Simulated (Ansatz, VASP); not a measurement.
SnTe: VASP beside Ansatz

```xyz
2
Lattice="0.0000 3.5840 3.5840 3.5840 0.0000 3.5840 3.5840 3.5840 0.0000" Properties=species:S:1:pos:R:3 pbc="T T T"
Sn    0.0000    0.0000    0.0000
Te    1.7920    1.7920    1.7920
```

Alike in both runs: task single point; functional r2SCAN; k mesh 4 × 4 × 4; occupations gaussian, width 0.05 eV; no spin polarisation.

|  | VASP | Ansatz |
| --- | --- | --- |
| version | VASP 6.6.1 | Ansatz 0.2.0 |
| potentials or method | VASP PAW PBE potentials, release 64 (Sn_d, Te) | plane waves |
| plane-wave cutoff (eV) | 520 | 500 |
| valence electrons in the cell | 20 | 30 |

```csv
,VASP,Ansatz,Ansatz less VASP
pressure (GPa),-0.2,-0.2,+0.02
```

VASP's potentials were made for PBE, not for r2SCAN. With one functional, cell and mesh, what is left measures potentials, basis and numerics. VASP's potentials hold 20 valence electrons a cell and Ansatz's 30, so a difference there can come from the potentials and not from the codes.

Neither program's run includes spin-orbit coupling.
